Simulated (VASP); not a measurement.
Write the native input for VASP 6.6.1 that does the following.

```yaml
Task: relaxation of cell and atoms
Functional: PBE
Dispersion: D4
Potentials_or_basis: VASP PAW PBE potentials, release 64 (Ba_sv, Ti_sv, O)
Cutoff: 600 eV
k_mesh: 5 × 5 × 5
Occupations: gaussian, width 0.01 eV
Spin: no spin polarisation
Dipole_correction: no
Further_INCAR_settings: ALGO = Normal; EDIFF = 1e-06; IBRION = 2; EDIFFG = -0.02; NSW = 80; ISIF = 3
```

The structure of BaTiO3 lies in POSCAR:

```
BaTiO3
1.0
    3.9998000000      0.0000000000      0.0000000000
    0.0000000000      3.9998000000      0.0000000000
    0.0000000000      0.0000000000      4.0180000000
Ba Ti O
1 1 3
Direct
    0.0000000000      0.0000000000      0.0000000000
    0.5000000000      0.5000000000      0.4900000000
    0.5000000000      0.5000000000      0.0190000000
    0.5000000000      0.0000000000      0.5170000000
    0.0000000000      0.5000000000      0.5170000000
```

These files were run (other wordings do the same):

INCAR

```
SYSTEM = BaTiO3
PREC     = Accurate       ! precision mode
ENCUT    = 600            ! plane-wave cutoff, eV
EDIFF    = 1E-6           ! SCF threshold, eV
ISMEAR   = 0              ! smearing method
SIGMA    = 0.01           ! smearing width, eV
LREAL    = .FALSE.        ! projectors in reciprocal space
LASPH    = .TRUE.         ! aspherical terms in the spheres
NELM     = 60             ! most SCF steps
ALGO     = Normal         ! electronic algorithm
ISIF     = 3              ! what is computed and relaxed
LWAVE    = .FALSE.        ! write WAVECAR
LCHARG   = .FALSE.        ! write CHGCAR
GGA      = PE             ! functional
IVDW     = 13             ! dispersion correction
IBRION   = 2              ! ionic algorithm
NSW      = 80             ! ionic steps
EDIFFG   = -0.02          ! ionic threshold
```

KPOINTS

```
Automatic mesh
0
G
  5 5 5
  0 0 0
```

Potentials or basis: VASP PAW PBE potentials, release 64 (Ba_sv, Ti_sv, O).

The run is started by

```bash
$ cat potpaw_PBE.64/Ba_sv/POTCAR potpaw_PBE.64/Ti_sv/POTCAR potpaw_PBE.64/O/POTCAR > POTCAR
$ mpirun -np 1 vasp_std > vasp.out
```

It gave:

| Quantity | Value |
| --- | --- |
| Relaxed volume | 13.14 Å³/atom |
| Relaxed cell | a = 3.983 Å, b = 3.983 Å, c = 4.143 Å, α = 90.00°, β = 90.00°, γ = 90.00° |
| Space group after relaxing (to 0.05 Å) | P4mm (No. 99) |
| Energy gained by relaxing | 4.6 meV/atom |
| Ionic steps | 13 |
| Pressure after relaxing | 0.0 GPa |
| Largest force after relaxing | 0.003 eV/Å |
| Band gap on the k mesh | 1.98 eV, indirect (least direct gap 2.30 eV) |
| Dispersion energy per atom | -0.211 eV |

Caveat: spin-orbit coupling is left out, which moves the levels of the heavy elements.

Run time: 2.6 min on 1 thread of Intel(R) Xeon(R) 6975P-C (Granite Rapids), with other jobs on the host, peak memory 0.22 GiB.
